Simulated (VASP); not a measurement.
Te2I3, 5 atoms in the cell. The structure is trigonal, space group R32 (No. 155). Conventional cell: a = 7.982 Å, b = 7.982 Å, c = 9.597 Å, α = 90.00°, β = 90.00°, γ = 120.00°. Te (site symmetry 3) has 6 I at 3.15 to 3.16 Å within 4.1 Å. Within 4.1 Å of I (site symmetry 2) lie 4 Te at 3.15 to 3.16 Å and 4 I at 3.41 to 3.42 Å. 

| Item | Value |
| --- | --- |
| Program | VASP 6.6.1 |
| Task | single point |
| Functional | PBE |
| Potentials or basis | VASP PAW PBE potentials, release 64 (Te, I) |
| Cutoff | 520 eV |
| k mesh | 3 × 3 × 3 |
| Occupations | gaussian, width 0.1 eV |
| Spin | no spin polarisation |
| Dipole correction | no |
| Further INCAR settings | ALGO = Normal; EDIFF = 1e-07; NBANDS = 24 |

Potentials or basis: VASP PAW PBE potentials, release 64 (Te, I).

Launch:

```console
$ cat potpaw_PBE.64/Te/POTCAR potpaw_PBE.64/I/POTCAR > POTCAR
$ mpirun -np 1 vasp_std > vasp.out
```

Hardware: 1 thread of Intel(R) Xeon(R) Platinum 8488C (Sapphire Rapids), with other jobs on the host.

Task: How long does it take, and how much memory?

Result: Run time: 29 s on 1 thread of Intel(R) Xeon(R) Platinum 8488C (Sapphire Rapids), on a shared host, peak memory 0.25 GiB. Counts: scf iterations 14, k points 6.
